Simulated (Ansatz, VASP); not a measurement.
# Mg2Si3N3: VASP beside Ansatz

```xyz
8
Lattice="2.4224 1.3986 5.3364 -2.4224 1.3986 5.3364 0.0000 -2.7971 5.3364" Properties=species:S:1:pos:R:3 pbc="T T T"
Mg    0.0000    0.0000   12.4143
Mg    0.0000    0.0000    3.5951
Si    0.0000    0.0000    6.3031
Si    0.0000    0.0000    9.7062
Si    0.0000    0.0000    0.0000
N     0.0000    0.0000   14.3922
N     0.0000    0.0000    1.6171
N     0.0000    0.0000    8.0047
```

Alike in both runs: functional PBE; k mesh 4 × 4 × 4; occupations gaussian, width 0.2 eV; no spin polarisation.

Ansatz relaxed the structure, and its values are those at the end. VASP's run is a single point on that final structure, the one shown.

```csv
,VASP,Ansatz
version,VASP 6.6.1,Ansatz 0.2.0
potentials or method,"VASP PAW PBE potentials, release 64 (Mg, Si, N), cutoff 600 eV","scalar-relativistic, plane waves, PAW"
valence electrons in the cell,31,47
```

|  | VASP | Ansatz | Ansatz less VASP |
| --- | --- | --- | --- |
| gap on the k mesh at the Fermi level (eV) | none | none | - |
| pressure (GPa) | -0.2 | 0.0 | +0.22 |
| rms of the force components (eV/Å) | 0.012 | 0.007 | -0.0056 |

A gap of «none» marks a metal or a gap that the smearing closes. VASP's potentials hold 31 valence electrons a cell and Ansatz's 47, so a difference there can come from the potentials and not from the codes.

The k mesh is coarse, so the values compare programs but aren't converged.
